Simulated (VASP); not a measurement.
# Mg (P6/mmm) in VASP: a series of runs

Mg is run at these levels: PBE; tasks: single point.

All numbers are computed with VASP 6.6.1; they aren't measurements. Logs are shortened: lines on timing, memory, paths and dates and some standing lists are left out, and cuts for length are marked.

### Step 1. The cell of the first run

Symmetry: P6/mmm, No. 191, hexagonal system. Conventional cell: a = 3.072 Å, b = 3.072 Å, c = 3.136 Å, α = 90.00°, β = 90.00°, γ = 120.00°. Mg (site symmetry 6/mmm) has 8 Mg at 3.07 to 3.14 Å within 4.0 Å.

This isn't the form of Mg at room conditions, which is hcp.

### Step 2. Single point, PBE (atoms taken out, then relaxed in part)

The input, INCAR:

```
  PREC = Accurate
  ENCUT = 600
  EDIFF = 1E-6
  ISMEAR = 0
  SIGMA = 0.1
  LREAL = False
  LASPH = True
  NELM = 120
  ALGO = Normal
  ISIF = 2
  LWAVE = False
  LCHARG = False
  GGA = PE
  NBANDS = 7
  GGA_COMPAT = False
```

The input, KPOINTS:

```
Automatic mesh
0
Gamma
  6 6 4
```

The input, POSCAR:

```
Mg
1.0
    3.0717917892      0.0000000000      0.0000000000
   -1.5358958946      2.6602497246      0.0000000000
    0.0000000000      0.0000000000      3.1360127307
Mg
1
Direct
    0.6666666667      0.3333333333      0.5000000000
```

Potentials or basis: VASP PAW PBE potentials, release 64 (Mg).

On the command line:

```console
$ cat potpaw_PBE.64/Mg/POTCAR > POTCAR
$ mpirun -np 1 vasp_std > vasp.out
```

OUTCAR:

```text
PREC = Accurate
   ENCUT = 600
   EDIFF = 1E-6
   ISMEAR = 0
   LREAL = False
   LASPH = True
   NELM = 120
   ISIF = 2
   GGA = PE

 ion  position               nearest neighbor table
   1  0.667  0.333  0.500-

  LATTYP: Found a hexagonal cell.
 ALAT       =     3.0717917892
 C/A-ratio  =     1.0209066714

  Lattice vectors:

 A1 = (   3.0717917892,   0.0000000000,   0.0000000000)
 A2 = (  -1.5358958946,   2.6602497246,   0.0000000000)
 A3 = (   0.0000000000,   0.0000000000,   3.1360127307)

Analysis of symmetry for initial positions (statically):
=====================================================================
 Subroutine PRICEL returns:
 Original cell was already a primitive cell.

 Routine SETGRP: Setting up the symmetry group for a
 hexagonal supercell.

 Subroutine GETGRP returns: Found 24 space group operations
 (whereof 12 operations were pure point group operations)
 out of a pool of 24 trial point group operations.

The static configuration has the point symmetry D_3h.
 The point group associated with its full space group is D_6h.

Analysis of symmetry for dynamics (positions and initial velocities):
=====================================================================
 Subroutine PRICEL returns:
 Original cell was already a primitive cell.

 Routine SETGRP: Setting up the symmetry group for a
 hexagonal supercell.

 Subroutine GETGRP returns: Found 24 space group operations
 (whereof 12 operations were pure point group operations)
 out of a pool of 24 trial point group operations.

The dynamic configuration has the point symmetry D_3h.
 The point group associated with its full space group is D_6h.

 Subroutine INISYM returns: Found 24 space group operations
 (whereof 12 operations are pure point group operations),
 and found     1 'primitive' translations

----------------------------------------------------------------------------------------

                                     Primitive cell

  volume of cell :      25.6267

  direct lattice vectors                    reciprocal lattice vectors
     3.071791789  0.000000000  0.000000000     0.325542898  0.187952280  0.000000000
    -1.535895895  2.660249725  0.000000000     0.000000000  0.375904559  0.000000000
     0.000000000  0.000000000  3.136012731     0.000000000  0.000000000  0.318876257

  length of vectors
     3.071791789  3.071791789  3.136012731     0.375904559  0.375904559  0.318876257

  position of ions in fractional coordinates (direct lattice)
     0.666666667  0.333333333  0.500000000

  ion indices of the primitive-cell ions
   primitive index   ion index
                 1           1

----------------------------------------------------------------------------------------

 KPOINTS: Automatic mesh

Automatic generation of k-mesh.
 Grid dimensions read from file:
 generate k-points for:    6    6    4

 Generating k-lattice:

  Cartesian coordinates                     Fractional coordinates (reciprocal lattice)
     0.054257150  0.031325380  0.000000000     0.166666667  0.000000000  0.000000000
     0.000000000  0.062650760  0.000000000     0.000000000  0.166666667  0.000000000
     0.000000000  0.000000000  0.079719064     0.000000000  0.000000000  0.250000000

  Length of vectors
     0.062650760  0.062650760  0.079719064

  Shift w.r.t. Gamma in fractional coordinates (k-lattice)
     0.000000000  0.000000000  0.000000000

 Subroutine IBZKPT returns following result:
 ===========================================

 Found     21 irreducible k-points:

 Following reciprocal coordinates:
            Coordinates               Weight
  0.000000  0.000000  0.000000      1.000000
  0.166667 -0.000000  0.000000      6.000000
  0.333333 -0.000000  0.000000      6.000000
  0.500000  0.000000  0.000000      3.000000
  0.166667  0.166667  0.000000      6.000000
  0.333333  0.166667  0.000000     12.000000
[... 13 lines left out ...]
  0.333333  0.166667  0.500000     12.000000
  0.333333  0.333333  0.500000      2.000000
   k-points           NKPTS =     21   k-points in BZ     NKDIM =     21   number of bands    NBANDS=      7
   number of dos      NEDOS =    301   number of ions     NIONS =      1
   total plane-waves  NPLWV =  21952
   dimension x,y,z NGX =    28 NGY =   28 NGZ =   28
   dimension x,y,z NGXF=    56 NGYF=   56 NGZF=   56
   ions per type =               1
   NGX,Y,Z   is equivalent  to a cutoff of  15.15, 15.15, 14.84 a.u.
   NGXF,Y,Z  is equivalent  to a cutoff of  30.31, 30.31, 29.69 a.u.
 SYSTEM =  unknown system
   PREC   = accura    normal or accurate (medium, high low for compatibility)
   ISTART =      0    job   : 0-new  1-cont  2-samecut
   ICHARG =      2    charge: 1-file 2-atom 10-const
   ISPIN  =      1    spin polarized calculation?
   LNONCOLLINEAR =      F non collinear calculations
   LSORBIT =      F    spin-orbit coupling
   LASPH  =      T    aspherical Exc in radial PAW
   ENCUT  =  600.0 eV  44.10 Ry    6.64 a.u.   6.14  6.14  6.26*2*pi/ulx,y,z
   NELM   =    120;   NELMIN=  2; NELMDL= -5     # of ELM steps
   EDIFF  = 0.1E-05   stopping-criterion for ELM
   LREAL  =      F    real-space projection
   EDIFFG = 0.1E-04   stopping-criterion for IOM
   NSW    =      0    number of steps for IOM
   IBRION =     -1    ionic relax: 0-MD 1-quasi-New 2-CG
   NFREE  =      0    steps in history (QN), initial steepest desc. (CG)
   ISIF   =      2    stress and relaxation
   ISYM   =      2    0-nonsym 1-usesym 2-fastsym
   POTIM  = 0.5000    time-step for ionic-motion
   TEBEG  =    0.0;   TEEND  =   0.0 temperature during run
   PSTRESS=    0.0 pullay stress
   NELECT =       2.0000    total number of electrons
   NUPDOWN=      -1.0000    fix difference up-down
   EMIN   =  10.00;   EMAX   =-10.00  energy-range for DOS
   EFERMI =   0.00;   METHOD = LEGACY
   ISMEAR =     0;   SIGMA  =   0.10  broadening in eV -4-tet -1-fermi 0-gaus
   EFERMI_NEDOS =   21; number of points for ismear=-14 and -15
   IALGO  =     38    algorithm
   IMIX   =      4    mixing-type and parameters
     AMIX     =   0.40;   BMIX     =  1.00
     AMIX_MAG =   1.60;   BMIX_MAG =  1.00
  volume/ion in A,a.u.               =      25.63       172.94
  Fermi-wavevector in a.u.,A,eV,Ry     =   0.699607  1.322066  6.659371  0.489450
  Thomas-Fermi vector in A             =   1.783532
   LORBIT       =      0    0 simple, 1 ext, 2 COOP (PROOUT), +10 PAW based schemes
   GGA     = PE    functional components
   LHFCALC =     F    Hartree Fock is set to
   AEXX    =    0.0000 exact exchange contribution
   IVDW    =     0    specifies the selected vdW correction
   LEPSILON=     F    determine dielectric tensor
   LRPA    =     F    only Hartree local field effects (RPA)
 non-spin polarized calculation
 Gauss-broadening in eV      SIGMA  =   0.10
  energy-cutoff  :      600.00
  volume of cell :       25.63
 maximum number of plane-waves:       865
 NGX is ok and might be reduce to    28
   NGX = 13   NGY = 13   NGZ = 13

 number of electron       2.0000000 magnetization

 Free energy of the ion-electron system (eV)
  ---------------------------------------------------
  ext. energy  EPLUGINS =         0.00000000
  ---------------------------------------------------
  free energy    TOTEN  =        -1.33709713 eV

  energy without entropy =       -1.33282857  energy(sigma->0) =       -1.33496285

 E-fermi :   1.9719     XC(G=0):  -8.1303

 val. band max:        1.9282941573   @ k =   0.5000   0.0000   0.2500
 cond. band min:       1.9834728919   @ k =   0.3333  -0.0000   0.5000
 fundamental gap:      0.0551787346
 Fermi energy:         1.9719132997

 k-point     1 :       0.0000    0.0000    0.0000
  band No.  band energies     occupation
      1      -4.4211      2.00000
      2       9.6368      0.00000
      3      10.0521      0.00000
      4      14.5528      0.00000
      5      14.5528      0.00000
      6      15.5777      0.00000
      7      15.5777      0.00000

 k-point     2 :       0.1667   -0.0000    0.0000
  band No.  band energies     occupation
      1      -3.8306      2.00000
      2       9.0489      0.00000
      3      10.5514      0.00000
      4      10.6349      0.00000
      5      12.5543      0.00000
      6      14.6132      0.00000
      7      18.5771      0.00000

 k-point     3 :       0.3333   -0.0000    0.0000
  band No.  band energies     occupation
      1      -2.0804      2.00000
      2       4.6621      0.00000
      3      10.4002      0.00000
      4      11.1047      0.00000
      5      12.0533      0.00000
      6      14.4873      0.00000
      7      18.1409      0.00000

 k-point     4 :       0.5000    0.0000    0.0000
  band No.  band energies     occupation
      1       0.5813      2.00000
      2       0.9869      2.00000
      3      10.2536      0.00000
      4      10.6207      0.00000
      5      14.2843      0.00000
      6      14.9159      0.00000
      7      16.1097      0.00000

 k-point     5 :       0.1667    0.1667    0.0000
  band No.  band energies     occupation
      1      -2.6602      2.00000
      2       7.1278      0.00000
      3       7.4915      0.00000
      4      11.5533      0.00000
      5      12.4348      0.00000
      6      17.2711      0.00000
      7      17.7638      0.00000

 k-point     6 :       0.3333    0.1667    0.0000
  band No.  band energies     occupation
      1      -0.3652      2.00000
      2       3.0199      0.00000
      3       6.3344      0.00000
      4      13.5601      0.00000
      5      14.1385      0.00000
      6      16.5724      0.00000
      7      16.6438      0.00000

 k-point     7 :       0.3333    0.3333    0.0000
  band No.  band energies     occupation
      1       2.2098      0.00077
      2       2.2098      0.00077
      3       3.0250      0.00000
      4      15.9928      0.00000
      5      15.9928      0.00000
      6      16.3530      0.00000
      7      17.0034      0.00000
[... 91 lines left out ...]
 k-point    17 :       0.3333   -0.0000    0.5000
  band No.  band energies     occupation
      1       1.2171      2.00000
      2       1.9835      0.87014
      3       7.9119      0.00000
      4       8.6820      0.00000
      5      13.9153      0.00000
      6      14.8386      0.00000
      7      15.8262      0.00000

 k-point    18 :       0.5000    0.0000    0.5000
  band No.  band energies     occupation
      1       3.3550      0.00000
      2       4.4586      0.00000
      3       4.8469      0.00000
      4       5.1015      0.00000
      5      13.4995      0.00000
      6      14.2794      0.00000
      7      15.2421      0.00000

 k-point    19 :       0.1667    0.1667    0.5000
  band No.  band energies     occupation
      1       0.6586      2.00000
      2       1.4310      2.00000
      3       9.6447      0.00000
      4      10.9941      0.00000
      5      12.0268      0.00000
      6      12.0582      0.00000
      7      20.1002      0.00000

 k-point    20 :       0.3333    0.1667    0.5000
  band No.  band energies     occupation
      1       2.8120      0.00000
      2       3.6300      0.00000
      3       6.2506      0.00000
      4       7.0226      0.00000
      5      10.3812      0.00000
      6      10.4789      0.00000
      7      19.3465      0.00000

 k-point    21 :       0.3333    0.3333    0.5000
  band No.  band energies     occupation
      1       4.9133      0.00000
      2       4.9133      0.00000
      3       5.7458      0.00000
      4       6.8537      0.00000
      5       6.8537      0.00000
      6       8.1355      0.00000
      7      23.8022      0.00000

------------------------ aborting loop because EDIFF is reached ----------------------------------------

  FORCE on cell =-STRESS in cart. coord.  units (eV):
  Direction    XX          YY          ZZ          XY          YZ          ZX
  --------------------------------------------------------------------------------------
  -------------------------------------------------------------------------------------
  Total       -0.0292945     -0.0292945     -0.0116231      0.0000000      0.0000000      0.0000000
  in kB       -1.8314923     -1.8314923     -0.7266782      0.0000000      0.0000000      0.0000000
  external PRESSURE =      -1.4632209 kB  Pullay stress =       0.0000000 kB

 VOLUME and BASIS-vectors are now :
 -----------------------------------------------------------------------------
  energy-cutoff  :      600.00
  volume of cell :       25.63
      direct lattice vectors                 reciprocal lattice vectors
     3.071791789  0.000000000  0.000000000     0.325542898  0.187952280  0.000000000
    -1.535895895  2.660249725  0.000000000     0.000000000  0.375904559  0.000000000
     0.000000000  0.000000000  3.136012731     0.000000000  0.000000000  0.318876257

 POSITION                                       TOTAL-FORCE (eV/Angst)
 -----------------------------------------------------------------------------------
      1.53590      0.88675      1.56801         0.000000      0.000000      0.000000
 -----------------------------------------------------------------------------------
    total drift:                                0.000000     -0.000000     -0.000000

  FREE ENERGIE OF THE ION-ELECTRON SYSTEM (eV)
  ---------------------------------------------------
  free  energy   TOTEN  =        -1.3370971286 eV

  energy  without entropy=       -1.3328285739  energy(sigma->0) =       -1.33496285
```

Wall time 8.1 s (1 thread of AMD EPYC 7R43 (Zen 3), shared host); peak memory 0.12 GiB.

Results:

```yaml
Free_energy: -1.3371 eV
Pressure: -0.1 GPa
Band_gap_on_the_k_mesh: zero (bands 1 and 2 overlap by 5.14 eV)
```

Stress tensor (GPa, compression positive):
```
-0.18  0.00  0.00
 0.00 -0.18  0.00
 0.00  0.00 -0.07
```

Caveat: the k points lie up to 0.50 Å⁻¹ apart, too coarse for converged energies and pressures of a metal; the cell differs from its parent crystal (atoms taken out, then relaxed in part).

### Step 3. Single point, PBE (atoms taken out)

The input, INCAR:

```
SYSTEM = Mg
ALGO = Normal
EDIFF = 1E-6
ENCUT = 600
GGA = PE
GGA_COMPAT = .False.
ISIF = 2
ISMEAR = 0
LASPH = .True.
LCHARG = .False.
LREAL = .False.
LWAVE = .False.
NBANDS = 7
NELM = 120
PREC = Accurate
SIGMA = 0.1
```

The input, KPOINTS:

```
k-points
0
Gamma
  6 6 4
  0 0 0
```

The input, POSCAR:

```
Mg
1.0
    3.1318601073      0.0000000000      0.0000000000
   -1.5659300536      2.7122704140      0.0000000000
    0.0000000000      0.0000000000      5.0248865176
Mg
1
Direct
    0.6666666667      0.3333333333      0.5000000000
```

Potentials or basis: VASP PAW PBE potentials, release 64 (Mg).

On the command line:

```console
$ cat potpaw_PBE.64/Mg/POTCAR > POTCAR
$ mpirun -np 1 vasp_std > vasp.out
```

Run time: 14 s. Hardware: 1 thread of AMD EPYC 7R43 (Zen 3), shared host; peak memory 0.13 GiB.

The run converged. Its results:

* Free energy: -1.0067 eV
* Pressure: -1.2 GPa
* Band gap on the k mesh: zero (bands 1 and 2 overlap by 2.80 eV)

Stress tensor (GPa, compression positive):
```
-1.11  0.00  0.00
 0.00 -1.11  0.00
 0.00  0.00 -1.41
```

Levels at points of the mesh, in eV from the Fermi level:
| k point | band 1 | band 2 | band 3 | band 4 |
| --- | --- | --- | --- | --- |
| (0.00, 0.00, 0.00) | -5.02 | 1.14 | 2.84 | 12.99 |
| (0.50, 0.00, 0.00) | -0.34 | 0.32 | 5.77 | 6.08 |
| (0.00, 0.00, 0.50) | -4.60 | -1.27 | 8.72 | 9.07 |
| (0.50, 0.00, 0.50) | -0.02 | 0.84 | 3.49 | 3.86 |

Caveat: the k points lie up to 0.39 Å⁻¹ apart, too coarse for converged energies and pressures of a metal; the cell differs from its parent crystal (atoms taken out).

The gap in the log of VASP goes by the Fermi energy; the results here count the filled bands.